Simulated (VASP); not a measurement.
Runs of VASP 6.6.1 on Ti. The structure is that of space group P6/mmm (No. 191), or close to it. The cells are those of the table. 

```csv
task,level,potentials or basis,cell,cutoff (eV),gap on the mesh (eV),pressure (GPa),relaxed volume (Å³/atom)
relaxation of cell and atoms,BLYP+D3(BJ),"VASP PAW PBE potentials, release 64 (Ti_sv)","relaxed from a = 4.600, b = 4.600, c = 2.820 Å, angles 90.0, 90.0, 120.0°, 3 atoms",600,none,-0.1,(b)
relaxation of cell and atoms,LDA,"VASP PAW LDA potentials, release 64 (Ti_sv)","relaxed from a = 4.600, b = 4.600, c = 2.820 Å, angles 90.0, 90.0, 120.0°, 3 atoms",600,none,0.0,(a)
single point,LDA,"VASP PAW LDA potentials, release 64 (Ti_sv)","a = 4.453, b = 4.453, c = 2.768 Å, angles 90.0, 90.0, 120.0°, 3 atoms",520,none,-0.1,-
single point,PBEsol,"VASP PAW PBE potentials, release 64 (Ti_sv)","a = 4.516, b = 4.516, c = 2.797 Å, angles 90.0, 90.0, 120.0°, 3 atoms",520,none,-0.3,-
single point,BLYP+D3(BJ),"VASP PAW PBE potentials, release 64 (Ti_sv)","a = 4.407, b = 4.407, c = 2.741 Å, angles 90.0, 90.0, 120.0°, 3 atoms",520,none,-0.2,-
relaxation of cell and atoms,PBEsol,"VASP PAW PBE potentials, release 64 (Ti_sv)","relaxed from a = 4.600, b = 4.600, c = 2.820 Å, angles 90.0, 90.0, 120.0°, 3 atoms",600,none,0.0,16.44
```

Alike in all rows: no spin polarisation; k mesh 8 × 8 × 11; smearing gaussian 0.1 eV.

Q: Fill in the values left out.

A: (a) 15.82; (b) 15.35.

Caveats: the PAW data sets were made with another functional, which shifts forces and pressure a little (some runs); pairwise dispersion overbinds metals, which lowers pressure and volume (some runs); the volume moved by -11 % from the deposited cell, more than functionals usually miss (some runs).

A gap of «none» marks levels without a gap at the run's occupations.
